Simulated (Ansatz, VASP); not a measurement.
# Al: VASP beside Ansatz

```
CELL_PARAMETERS angstrom
4.91374 0.00000 0.00000
-2.45687 4.25542 0.00000
0.00000 0.00000 21.49968
ATOMIC_POSITIONS crystal
Al 0.00000 0.00000 0.32559
Al 0.33333 0.66667 0.32559
Al 0.66667 0.33333 0.32559
Al 0.33333 0.99944 0.43314
Al 0.66722 0.66722 0.43314
Al 0.99944 0.33333 0.43314
Al 0.66667 0.00000 0.54075
Al 0.00000 0.66667 0.54075
Al 0.33333 0.33333 0.54045
```

Alike in both runs: task single point; functional PBEsol; dispersion D4; k mesh 9 × 9 × 1; occupations methfessel-paxton of order 1, width 0.1 eV; no spin polarisation.

|  | VASP | Ansatz |
| --- | --- | --- |
| version | VASP 6.6.1 | Ansatz 0.2.0 |
| potentials or method | VASP PAW PBE potentials, release 64 (Al), cutoff 400 eV | scalar-relativistic, plane waves, PAW |
| valence electrons in the cell | 27 | 27 |

```tsv
	VASP	Ansatz	Ansatz less VASP
gap on the k mesh at the Fermi level (eV)	none	none	-
rms of the force components (eV/Å)	0.009	0.011	+0.0015
```

VASP's potentials were made for PBE, not for PBEsol, and Ansatz warns of the same on its side. Atom by atom the forces differ by 0.002 eV/Å (rms over components). A gap of «none» marks a metal or a gap that the smearing closes. Ansatz's warnings: xc potential rough in thin density.
